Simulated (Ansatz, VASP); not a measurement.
**GaN: VASP beside Ansatz**

```
CELL_PARAMETERS angstrom
0.01868 2.13524 2.13524
2.15392 0.00000 2.15392
2.13524 2.13524 0.01868
ATOMIC_POSITIONS crystal
Ga 0.00000 0.00000 0.00000
N 0.50000 0.50000 0.50000
```

Change from the starting cell: strain +0.0175 x Voigt [0, 0, 0, 0, 1, 0], atoms carried along.

Alike in both runs: task single point; functional LDA; k mesh 14 × 14 × 14; occupations gaussian, width 0.03 eV; no spin polarisation.

|  | VASP | Ansatz |
| --- | --- | --- |
| version | VASP 6.6.1 | Ansatz 0.2.0 |
| potentials or method | VASP PAW LDA potentials, release 64 (Ga_d, N_h), cutoff 1330 eV | scalar-relativistic, plane waves, PAW |
| valence electrons in the cell | 18 | 18 |

Ansatz gave:

```
gap on the k mesh at the Fermi level (eV)                     : 0.12
least direct gap on the mesh (eV)                             : 2.30
pressure (GPa)                                                : -13.6
traceless stress, the component that is largest in VASP (GPa) : -3.66
```

Question: Which values does VASP return?

Answer: gap on the k mesh at the Fermi level (eV): 0.14; least direct gap on the mesh (eV): 2.33; pressure (GPa): -12.7; traceless stress, the component that is largest in VASP (GPa): -3.65.

LDA's correlation is that of Perdew and Zunger in VASP and of Perdew and Wang (1992) in Ansatz.
